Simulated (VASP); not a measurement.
Runs of VASP 6.6.1 on SiC2. The structure is that of space group Imma (No. 74), or close to it. The cells are those of the table. 

```tsv
task	cell	k mesh	cutoff (eV)	gap on the mesh (eV)	pressure (GPa)	largest force (eV/Å)
single point	a = 4.911 Å, angles 113.8, 78.2, 143.2°, 6 atoms	6 × 6 × 6	520	none	0.1	0.05
single point	a = 4.914 Å, angles 113.6, 78.2, 143.4°, 6 atoms	14 × 14 × 14	520	none	0.1	0.06
relaxation of cell and atoms	relaxed from a = 4.619 Å, angles 112.2, 85.9, 133.9°, 6 atoms	6 × 6 × 6	600	none	-0.1	0.04
single point	a = 4.619 Å, angles 112.2, 85.9, 133.9°, 6 atoms	6 × 6 × 6	520	none	(a)	7.05
```

Alike in all rows: level PBE; potentials or basis VASP PAW PBE potentials, release 64 (Si, C); no spin polarisation; smearing gaussian 0.1 eV.

Question: Fill in the values left out.

Answer: (a) 28.4.

Caveats: some runs use coarse meshes; forces of over 1 eV/Å act on the atoms, so gaps and moduli don't describe the material at rest (some runs).

A gap of «none» marks levels without a gap at the run's occupations.
